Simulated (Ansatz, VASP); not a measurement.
**One calculation of ZnS, two programs**

The input POSCAR:

```
ZnS
1.0
    3.9229990227      0.0000000000      0.0000000000
   -1.9614995113      3.3974168126      0.0000000000
    0.0000000000      0.0000000000     12.2794681660
Zn S
4 4
Direct
    0.0000000000      0.0000000000      0.0001143924
    0.0000000000      0.0000000000      0.5001143924
    0.3333333333      0.6666666667      0.2500706174
    0.6666666667      0.3333333333      0.7500706174
    0.0000000000      0.0000000000      0.1872361436
    0.0000000000      0.0000000000      0.6872361436
    0.3333333333      0.6666666667      0.4375788466
    0.6666666667      0.3333333333      0.9375788466
```

Contents of INCAR.step1:

```
SYSTEM = ZnS
PREC     = Accurate       ! precision mode
ENCUT    = 520            ! plane-wave cutoff, eV
ISMEAR   = 0              ! smearing method
SIGMA    = 0.05           ! smearing width, eV
LREAL    = .False.        ! projectors in reciprocal space
LASPH    = .True.         ! aspherical terms in the spheres
NELM     = 60             ! most SCF steps
NBANDS   = 46             ! bands
GGA      = PE             ! functional
ALGO     = Normal         ! electronic algorithm
EDIFF    = 1E-4           ! SCF threshold, eV
LWAVE    = .True.         ! write WAVECAR
LCHARG   = .False.        ! write CHGCAR
```

File INCAR.step2:

```
SYSTEM = ZnS
PREC     = Accurate       ! precision mode
ENCUT    = 520            ! plane-wave cutoff, eV
EDIFF    = 1E-6           ! SCF threshold, eV
ISMEAR   = 0              ! smearing method
SIGMA    = 0.05           ! smearing width, eV
LREAL    = .False.        ! projectors in reciprocal space
LASPH    = .True.         ! aspherical terms in the spheres
NELM     = 60             ! most SCF steps
ALGO     = Normal         ! electronic algorithm
ISIF     = 2              ! what is computed and relaxed
LWAVE    = .False.        ! write WAVECAR
LCHARG   = .True.         ! write CHGCAR
METAGGA  = R2SCAN         ! meta-GGA
LMIXTAU  = .True.       
LELF     = .True.         ! ELF
LVHAR    = .True.       
NBANDS   = 46             ! bands
ISTART   = 1
```

File KPOINTS:

```
regular mesh
0
Gamma
  6 6 2
  0 0 0
```

Input for Ansatz:

```yaml
crystal:
  lattice:
    - [3.9229990227, 0.0, 0.0]
    - [-1.9614995113, 3.3974168126, 0.0]
    - [0.0, 0.0, 12.279468166]
  atoms:
    - { symbol: Zn, position: [0.0, 0.0, 0.0001143924] }
    - { symbol: Zn, position: [0.0, 0.0, 0.5001143924] }
    - { symbol: Zn, position: [0.3333333333, 0.6666666667, 0.2500706174] }
    - { symbol: Zn, position: [0.6666666667, 0.3333333333, 0.7500706174] }
    - { symbol: S, position: [0.0, 0.0, 0.1872361436] }
    - { symbol: S, position: [0.0, 0.0, 0.6872361436] }
    - { symbol: S, position: [0.3333333333, 0.6666666667, 0.4375788466] }
    - { symbol: S, position: [0.6666666667, 0.3333333333, 0.9375788466] }
basis:
  ecutwfc: 500
kpoints:
  mp_grid: { grid: [6, 6, 2] }
hamiltonian:
  xc: r2scan
scf:
  occupations: { method: gaussian, width: 0.05 }
output:
  forces: true
  stress: true
  eigenvalues: true
```

Change from the starting cell: strain +0.030 along x and y, -0.015 along z, atoms carried along.

Alike in both runs: task single point; functional r2SCAN; k mesh 6 × 6 × 2; occupations gaussian, width 0.05 eV; no spin polarisation.

```csv
,VASP,Ansatz
version,VASP 6.6.1,Ansatz 0.2.0
potentials or method,"VASP PAW PBE potentials, release 64 (Zn, S), cutoff 520 eV","scalar-relativistic, plane waves, PAW"
valence electrons in the cell,72,72
```

Ansatz gave:

| Item | Value |
| --- | --- |
| gap on the k mesh at the Fermi level (eV) | 2.50 |
| least direct gap on the mesh (eV) | 2.50 |
| pressure (GPa) | -2.9 |
| traceless stress, the component that is largest in VASP (GPa) | 3.93 |
| rms of the force components (eV/Å) | 0.158 |

Q: Which values does VASP return?

A: gap on the k mesh at the Fermi level (eV): 2.50; least direct gap on the mesh (eV): 2.50; pressure (GPa): -2.9; traceless stress, the component that is largest in VASP (GPa): 3.97; rms of the force components (eV/Å): 0.156.

VASP's potentials were made for PBE, not for r2SCAN. Atom by atom the forces differ by 0.002 eV/Å (rms over components).
